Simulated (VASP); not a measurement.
Wanted: the native input for a VASP 6.6.1 run.

```
Task                   : single point
Functional             : PBE
Potentials or basis    : VASP PAW PBE potentials, release 64 (Na_pv, F)
Cutoff                 : 520 eV
k mesh                 : 1 × 1 × 15
Occupations            : gaussian, width 0.05 eV
Spin                   : collinear spin, ferromagnetic start
Starting moments       : [0.5, 0.5, 0.5, 0.5] μB
Dipole correction      : no
Further INCAR settings : ALGO = Normal; EDIFF = 1e-06; NBANDS = 26
```

The structure of NaF lies in POSCAR:

```
NaF
1.0
   11.2000000000      0.0000000000      0.0000000000
    0.0000000000      9.3000000000      0.0000000000
    0.0000000000      0.0000000000      4.2735903059
Na F
2 2
Direct
    0.4026819069      0.5000000000      0.0000000000
    0.5973180931      0.5000000000      0.5000000000
    0.3966131113      0.5000000000      0.5000000000
    0.6033868887      0.5000000000      0.0000000000
```

These files were run (other wordings do the same):

INCAR

```
PREC     = Accurate       # precision mode
ENCUT    = 520            # plane-wave cutoff, eV
EDIFF    = 1E-6           # SCF threshold, eV
ISMEAR   = 0              # smearing method
SIGMA    = 0.05           # smearing width, eV
LREAL    = F              # projectors in reciprocal space
LASPH    = T              # aspherical terms in the spheres
NELM     = 150            # most SCF steps
ALGO     = Normal         # electronic algorithm
ISIF     = 2              # what is computed and relaxed
LWAVE    = F              # write WAVECAR
LCHARG   = T              # write CHGCAR
ISPIN    = 2              # spin polarisation
MAGMOM   = 0.5 0.5 0.5 0.5 # initial moments
LORBIT   = 11             # projections on sites
GGA      = PE             # functional
LELF     = T              # ELF
LVHAR    = T            
NBANDS   = 26             # bands
```

KPOINTS

```
Automatic mesh
0
Gamma
  1 1 15
```

Potentials or basis: VASP PAW PBE potentials, release 64 (Na_pv, F).

Run with:

```sh
$ cat potpaw_PBE.64/Na_pv/POTCAR potpaw_PBE.64/F/POTCAR > POTCAR
$ mpirun -np 1 vasp_std > vasp.out
```

Results of the run:

```
Largest force                                         : 0.012 eV/Å
Band gap on the k mesh                                : 5.32 eV, direct
Net moment                                            : 0.00 μB per cell
Valence electrons inside the program's atomic spheres : Na 6.04; F 6.09
```

Wall time 6 min on 1 thread of Oxide Virtual Turin-like Processor, with other jobs on the host, peak memory 0.62 GiB.
